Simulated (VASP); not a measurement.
Input of a VASP 6.6.1 run:

File INCAR:

```
SYSTEM = GaSi
ALGO     = Normal         ! electronic algorithm
EDIFF    = 1E-6           ! SCF threshold, eV
ENCUT    = 500            ! plane-wave cutoff, eV
GGA      = PS             ! functional
GGA_COMPAT= .FALSE.      
ISIF     = 2              ! what is computed and relaxed
ISMEAR   = -1             ! smearing method
LASPH    = .TRUE.         ! aspherical terms in the spheres
LCHARG   = .TRUE.         ! write CHGCAR
LELF     = .TRUE.         ! ELF
LREAL    = .FALSE.        ! projectors in reciprocal space
LVHAR    = .TRUE.       
LWAVE    = .FALSE.        ! write WAVECAR
NBANDS   = 16             ! bands
NELM     = 120            ! most SCF steps
PREC     = Accurate       ! precision mode
SIGMA    = 0.05           ! smearing width, eV
```

KPOINTS

```
k-points
0
G
  7 7 7
  0 0 0
```

File POSCAR:

```
GaSi
1.0
    0.0000000000      2.7937414436      2.7937414436
    2.7937414436      0.0000000000      2.7937414436
    2.7937414436      2.7937414436      0.0000000000
Ga Si
1 1
Direct
    0.0000000000      0.0000000000      0.0000000000
    0.2500000000      0.2500000000      0.2500000000
```

Potentials or basis: VASP PAW PBE potentials, release 64 (Ga_d, Si).

Command:

```console
$ cat potpaw_PBE.64/Ga_d/POTCAR potpaw_PBE.64/Si/POTCAR > POTCAR
$ mpirun -np 1 vasp_std > vasp.out
```

(1) Predict the pressure.

Answers

(1) -0.1 GPa.

Caveat: the PAW data sets were made with another functional, which shifts forces and pressure a little.
